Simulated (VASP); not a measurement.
# Ti4N4F in VASP: notebook, part 2 of 2

VASP 6.6.1. The steps go on from the part before.

**4. Single point, PBEsol**

The input, INCAR:

```
PREC = Accurate
ENCUT = 520
EDIFF = 1E-6
ISMEAR = 0
SIGMA = 0.1
LREAL = F
LASPH = T
NELM = 60
ALGO = Normal
ISIF = 2
LWAVE = F
LCHARG = F
LDIPOL = T
IDIPOL = 3
DIPOL = 0.5 0.5 0.498
GGA = PS
NBANDS = 48
```

The input, KPOINTS:

```
Automatic mesh
0
Gamma
  12 12 1
```

The input, POSCAR:

```
Ti4N4F
1.0
    2.9726300472      0.0000000000      0.0000000000
   -1.4863150236      2.5743731369      0.0000000000
    0.0000000000      0.0000000000     27.4949979446
N Ti F
4 4 1
Direct
    0.3333333333      0.6666666667      0.3091471408
    0.0000000000      0.0000000000      0.3974229164
    0.6666666666      0.3333333333      0.4854147359
    0.3333333333      0.6666666667      0.5753533913
    0.6666666666      0.3333333333      0.3532850285
    0.3333333333      0.6666666667      0.4415608042
    0.0000000000      0.0000000000      0.5302006077
    0.6666666666      0.3333333333      0.6138598945
    0.9166666666      0.8333333333      0.7738351951
```

Potentials or basis: VASP PAW PBE potentials, release 64 (N, Ti_sv, F).

Command:

```
$ cat potpaw_PBE.64/N/POTCAR potpaw_PBE.64/Ti_sv/POTCAR potpaw_PBE.64/F/POTCAR > POTCAR
$ mpirun -np 1 vasp_std > vasp.out
```

OUTCAR:

```text
PREC = Accurate
   ENCUT = 520
   EDIFF = 1E-6
   ISMEAR = 0
   LREAL = F
   LASPH = T
   NELM = 60
   ISIF = 2
   GGA = PS

 ion  position               nearest neighbor table
   1  0.333  0.667  0.309-   5 2.10   5 2.10   5 2.10
   2  0.000  0.000  0.397-   6 2.10   6 2.10   6 2.10   5 2.10   5 2.10   5 2.10
   3  0.667  0.333  0.485-   6 2.10   6 2.10   6 2.10   7 2.11   7 2.11   7 2.11
   4  0.333  0.667  0.575-   8 2.02   8 2.02   8 2.02   7 2.12   7 2.12   7 2.12
   5  0.667  0.333  0.353-   1 2.10   1 2.10   1 2.10   2 2.10   2 2.10   2 2.10
   6  0.333  0.667  0.442-   3 2.10   3 2.10   3 2.10   2 2.10   2 2.10   2 2.10
[... 1452 lines left out ...]

 VOLUME and BASIS-vectors are now :
 -----------------------------------------------------------------------------
  energy-cutoff  :      520.00
  volume of cell :      210.41
      direct lattice vectors                 reciprocal lattice vectors
     2.972630047  0.000000000  0.000000000     0.336402440  0.194222039  0.000000000
    -1.486315024  2.574373137  0.000000000     0.000000000  0.388444078  0.000000000
     0.000000000  0.000000000 27.494997945     0.000000000  0.000000000  0.036370252

 POSITION                                       TOTAL-FORCE (eV/Angst)
 -----------------------------------------------------------------------------------
     -0.00000      1.71625      8.50000         0.000000     -0.000113      4.457439
      0.00000      0.00000     10.92714         0.000000     -0.000081      1.305445
      1.48632      0.85812     13.34648         0.000000     -0.000014     -0.038916
     -0.00000      1.71625     15.81934        -0.000000     -0.001818      0.070262
      1.48632      0.85812      9.71357         0.000000      0.000024     -5.854453
     -0.00000      1.71625     12.14071         0.000000      0.000295      0.074512
      0.00000      0.00000     14.57786         0.000000      0.000156     -0.010561
      1.48632      0.85812     16.87808        -0.000000      0.000763      0.291333
      1.48632      2.14531     21.27660         0.000000      0.000788     -0.295060
 -----------------------------------------------------------------------------------
    total drift:                                0.000001     -0.000005     -0.000078

  FREE ENERGIE OF THE ION-ELECTRON SYSTEM (eV)
  ---------------------------------------------------
  free  energy   TOTEN  =       -79.0011001951 eV

  energy  without entropy=      -78.9408124296  energy(sigma->0) =      -78.97095631

 vacuum level on the upper side and lower side of the slab         9.467         6.350
```

OSZICAR:

```text
N       E                     dE             d eps       ncg     rms          rms(c)
DAV:   1     0.107013491040E+04    0.10701E+04   -0.38916E+04  4456   0.162E+03
DAV:   2     0.848533190429E+02   -0.98528E+03   -0.94842E+03  4552   0.515E+02
DAV:   3    -0.851659859488E+02   -0.17002E+03   -0.16656E+03  6232   0.195E+02
[... 34 lines left out ...]
DAV:  38    -0.790010853724E+02   -0.93856E-05   -0.83664E-06  4096   0.852E-03    0.459E-02
DAV:  39    -0.790010912330E+02   -0.58606E-05   -0.15156E-05  3304   0.969E-03    0.622E-03
DAV:  40    -0.790010976502E+02   -0.64173E-05   -0.22424E-06  3136   0.572E-03    0.418E-03
DAV:  41    -0.790010994047E+02   -0.17545E-05   -0.58230E-07  2352   0.381E-03    0.470E-03
DAV:  42    -0.790011001951E+02   -0.79034E-06   -0.24323E-07  2264   0.234E-03
   1 F= -.79001100E+02 E0= -.78970956E+02  d E =-.602878E-01
```

Run time: 11 min. Hardware: 1 thread of Intel Xeon 6975P-C (Granite Rapids), shared host; peak memory 0.56 GiB.

Results:

```yaml
Free_energy: -79.0011 eV
Largest_force: 5.854 eV/Å
Band_gap_on_the_k_mesh: zero (an odd number of electrons rules out a gap without spin polarisation)
```

Forces in eV/Å, atoms in the order of the input:
```
N    0.000  0.000  4.457
N    0.000  0.000  1.305
N    0.000  0.000 -0.039
N    0.000 -0.002  0.070
Ti   0.000  0.000 -5.854
Ti   0.000  0.000  0.075
Ti   0.000  0.000 -0.011
Ti   0.000  0.001  0.291
F    0.000  0.001 -0.295
```

Caveat: the PAW data sets were made with another functional, which shifts forces and pressure a little; an odd number of electrons without spin polarisation forces a metal; a magnetic or distorted state may lie lower.

**5. Overview**

```tsv
cell	gap on the mesh (eV)	largest force (eV/Å)
as given, atomic positions A	none	18.65
as given, atomic positions B	none	5.83
as given, atomic positions C	none	5.85
```

Alike in all rows: task single point; level PBEsol; potentials or basis VASP PAW PBE potentials, release 64 (N, Ti_sv, F); no spin polarisation; k mesh 12 × 12 × 1; cutoff (eV) 520; smearing gaussian 0.1 eV.

Caveats: the PAW data sets were made with another functional, which shifts forces and pressure a little; an odd number of electrons without spin polarisation forces a metal; a magnetic or distorted state may lie lower.

Total energies depend on the potentials used, so only differences within one code and one set of settings carry meaning.
